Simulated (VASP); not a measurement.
InAs (CsCl type):

```
In As
1.0
     3.15683    0.00000    0.00000
     0.00000    3.15683    0.00000
     0.00000    0.00000    3.15683
In As
1 1
Direct
  0.00000 0.00000 0.00000
  0.50000 0.50000 0.50000
```

* Program: VASP 6.6.1
* Task: relaxation of cell and atoms
* Functional: PBE
* Potentials or basis: VASP PAW PBE potentials, release 64 (In_d, As)
* Cutoff: 600 eV
* k mesh: 12 × 12 × 12
* Occupations: fermi-dirac, width 0.05 eV
* Spin: no spin polarisation

At the start: pressure 52.0 GPa; volume 15.73 Å³/atom.

Task: How do energy, volume and symmetry change on relaxing?

Result: Over 5 steps the energy falls by 807.0 meV/atom and the volume is 22.93 Å³/atom (+45.8 %); space group Pm-3m (No. 221, to 0.05 Å).

Step by step:
```
step  energy change (eV)  largest force (eV/Å)  pressure (GPa)  volume (Å³)
   1              0.0000                0.0000           52.01        31.46
   2             -1.1260                0.0000           -7.88        60.90
   3             -1.6139                0.0000            0.19        45.69
   4             -1.6139                0.0000           -0.17        46.01
   5             -1.6140                0.0000           -0.01        45.86
```

Final structure:
```
In As
1.0
     3.57945    0.00000    0.00000
     0.00000    3.57945    0.00000
     0.00000    0.00000    3.57945
In As
1 1
Direct
  0.00000 0.00000 0.00000
  0.50000 0.50000 0.50000
```

Caveat: the volume moved by over 15 % at a fixed basis, so the end points are rough.
